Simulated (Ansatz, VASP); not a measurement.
## Al: VASP beside Ansatz

INCAR

```
PREC     = Accurate       # precision mode
ENCUT    = 600            # plane-wave cutoff, eV
EDIFF    = 1E-6           # SCF threshold, eV
ISMEAR   = 0              # smearing method
SIGMA    = 0.1            # smearing width, eV
LREAL    = False          # projectors in reciprocal space
LASPH    = True           # aspherical terms in the spheres
NELM     = 100            # most SCF steps
ALGO     = Normal         # electronic algorithm
ISIF     = 3              # what is computed and relaxed
LWAVE    = False          # write WAVECAR
LCHARG   = False          # write CHGCAR
GGA      = PE             # functional
IBRION   = 2              # ionic algorithm
NSW      = 90             # ionic steps
EDIFFG   = -0.04          # ionic threshold
```

The input KPOINTS:

```
Automatic mesh
0
Gamma
  6 6 6
```

Contents of POSCAR:

```
Al
1.0
    4.7643285882      0.0000000000      0.0000000000
   -2.3821642941      4.1260295894      0.0000000000
    0.0000000000      0.0000000000      2.9207405693
Al
3
Direct
    0.0000000000      0.0000000000      0.0000000000
    0.3333333333      0.6666666667      0.5000000000
    0.6666666667      0.3333333333      0.5000000000
```

Input for Ansatz:

```yaml
crystal:
  lattice:
    - [4.7643285882, 0.0, 0.0]
    - [-2.3821642941, 4.1260295894, 0.0]
    - [0.0, 0.0, 2.9207405693]
  atoms:
    - { symbol: Al, position: [0.0, 0.0, 0.0] }
    - { symbol: Al, position: [0.3333333333, 0.6666666667, 0.5] }
    - { symbol: Al, position: [0.6666666667, 0.3333333333, 0.5] }
basis:
  ecutwfc: 420
kpoints:
  mp_grid: { grid: [6, 6, 6] }
hamiltonian:
  xc: pbe
scf:
  occupations: { method: gaussian, width: 0.1 }
  lower_state_search: "off"
output:
  forces: true
  stress: true
  eigenvalues: true
relax:
  adjacent_minimum: "off"
  f_tol: 0.04
  max_steps: 70
  cell: { stress_tol: 0.4 }
```

Alike in both runs: task relaxation of cell and atoms; functional PBE; k mesh 6 × 6 × 6; occupations gaussian, width 0.1 eV; no spin polarisation.

|  | VASP | Ansatz |
| --- | --- | --- |
| version | VASP 6.6.1 | Ansatz 0.2.0 |
| potentials or method | VASP PAW PBE potentials, release 64 (Al), cutoff 600 eV | scalar-relativistic, plane waves, PAW |
| valence electrons in the cell | 9 | 9 |

VASP gave:

* gap on the k mesh at the Fermi level, each at its own relaxed structure (eV): none
* relaxed volume (Å³/atom): 17.11
* relaxed cell length with the largest relative difference (Å): 2.811

Question: Estimate Ansatz's values.

Answer: gap on the k mesh at the Fermi level, each at its own relaxed structure (eV): none; relaxed volume (Å³/atom): 17.15; relaxed cell length with the largest relative difference (Å): 2.815.

A gap of «none» marks a metal or a gap that the smearing closes.
